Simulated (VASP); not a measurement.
Input of a VASP 6.6.1 run:

The input INCAR:

```
SYSTEM = Mg3Se4
  PREC = Accurate
  ENCUT = 520
  EDIFF = 1E-6
  ISMEAR = 0
  SIGMA = 0.2
  LREAL = .FALSE.
  LASPH = .TRUE.
  NELM = 100
  ALGO = Normal
  ISIF = 2
  LWAVE = .FALSE.
  LCHARG = .FALSE.
  GGA = PE
  NBANDS = 24
```

Contents of KPOINTS:

```
Automatic mesh
0
G
  3 3 4
  0 0 0
```

File POSCAR:

```
Mg3Se4
1.0
    4.5149115430     -5.4466095411      0.0000000000
    4.5149115430      5.4466095411      0.0000000000
    0.0000000000      0.0000000000      3.1457619887
Mg Se
3 4
Direct
    0.5000000000      0.0000000000      0.5000000000
    0.0000000000      0.5000000000      0.5000000000
    0.0000000000      0.0000000000      0.0000000000
    0.2410168588      0.2410168588      0.5000000000
    0.7589831412      0.7589831412      0.5000000000
    0.7465029067      0.2534970933      0.0000000000
    0.2534970933      0.7465029067      0.0000000000
```

Potentials or basis: VASP PAW PBE potentials, release 64 (Mg, Se).

Command:

```console
$ cat potpaw_PBE.64/Mg/POTCAR potpaw_PBE.64/Se/POTCAR > POTCAR
$ mpirun -np 1 vasp_std > vasp.out
```

(1) Predict the band gap on the k mesh.

(2) Estimate the pressure.

(3) What does it give for the largest force?

Answers

(1) zero (bands 15 and 16 overlap by 2.55 eV).

(2) 0.0 GPa.

(3) 0.068 eV/Å.

Caveat: the k points lie up to 0.50 Å⁻¹ apart, too coarse for converged energies and pressures of a metal.
